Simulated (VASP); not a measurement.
Wanted: the native input for a VASP 6.6.1 run.

```
Task                   : single point
Functional             : PBEsol
Potentials or basis    : VASP PAW PBE potentials, release 64 (Zr_sv, C)
Cutoff                 : 520 eV
k mesh                 : 16 × 16 × 16
Occupations            : fermi-dirac, width 0.05 eV
Spin                   : no spin polarisation
Dipole correction      : no
Further INCAR settings : ALGO = Normal; EDIFF = 1e-06; NBANDS = 15
```

The structure of ZrC lies in POSCAR:

```
ZrC
1.0
    0.0000000000      2.3344509566      2.3344509566
    2.3344509566      0.0000000000      2.3344509566
    2.3344509566      2.3344509566      0.0000000000
Zr C
1 1
Direct
    0.5000000000      0.5000000000      0.5000000000
    0.0000000000      0.0000000000      0.0000000000
```

One way to write it, as run:

INCAR

```
  PREC = Accurate
  ENCUT = 520
  EDIFF = 1E-6
  ISMEAR = -1
  SIGMA = 0.05
  LREAL = False
  LASPH = True
  NELM = 80
  ALGO = Normal
  ISIF = 2
  LWAVE = False
  LCHARG = True
  GGA = PS
  LELF = True
  LVHAR = True
  NBANDS = 15
```

KPOINTS

```
Automatic mesh
0
Gamma
  16 16 16
```

Potentials or basis: VASP PAW PBE potentials, release 64 (Zr_sv, C).

Run with:

```console
$ cat potpaw_PBE.64/Zr_sv/POTCAR potpaw_PBE.64/C/POTCAR > POTCAR
$ mpirun -np 1 vasp_std > vasp.out
```

It gave:

```yaml
Pressure: 0.4 GPa
Band_gap_on_the_k_mesh: zero (band 8 reaches 10.68 eV, above the bottom of band 9 at 9.35 eV)
```

Caveat: the PAW data sets were made with another functional, which shifts forces and pressure a little.

Wall time 31 s on 1 thread of Intel(R) Xeon(R) 6975P-C (Granite Rapids), with other jobs on the host, peak memory 0.19 GiB.
